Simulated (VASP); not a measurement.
The system is Ca3Lu.

```
CELL_PARAMETERS angstrom
5.36000 0.00000 0.00000
0.00000 5.36000 0.00000
0.00000 0.00000 5.36000
ATOMIC_POSITIONS crystal
Lu 0.00000 0.00000 0.00000
Ca 0.00000 0.50000 0.50000
Ca 0.50000 0.00000 0.50000
Ca 0.50000 0.50000 0.00000
```

| Item | Value |
| --- | --- |
| Program | VASP 6.6.1 |
| Task | relaxation of cell and atoms |
| Functional | PBEsol |
| Potentials or basis | VASP PAW PBE potentials, release 64 (Lu, Ca_sv) |
| Cutoff | 600 eV |
| k mesh | 4 × 4 × 4 |
| Occupations | methfessel-paxton, width 0.05 eV |
| Spin | no spin polarisation |

At the start: pressure -0.9 GPa; volume 38.50 Å³/atom.

Problem. How do energy, volume and symmetry change on relaxing?

Solution. Over 3 steps the energy falls by 4.7 meV/atom and the volume is 36.97 Å³/atom (-4.0 %); space group Pm-3m (No. 221, to 0.05 Å).

The path:
```
step  energy change (eV)  largest force (eV/Å)  pressure (GPa)  volume (Å³)
   1              0.0000                0.0000           -0.95       153.99
   2             -0.0180                0.0000           -0.18       148.97
   3             -0.0186                0.0000            0.00       147.87
```

Final structure:
```yaml
crystal:
  lattice:
    - [5.28805, 0.00000, 0.00000]
    - [0.00000, 5.28805, 0.00000]
    - [0.00000, 0.00000, 5.28805]
  atoms:
    - { symbol: Lu, position: [0.00000, 0.00000, 0.00000] }
    - { symbol: Ca, position: [0.00000, 0.50000, 0.50000] }
    - { symbol: Ca, position: [0.50000, 0.00000, 0.50000] }
    - { symbol: Ca, position: [0.50000, 0.50000, 0.00000] }
```

Caveat: the PAW data sets were made with another functional, which shifts forces and pressure a little.
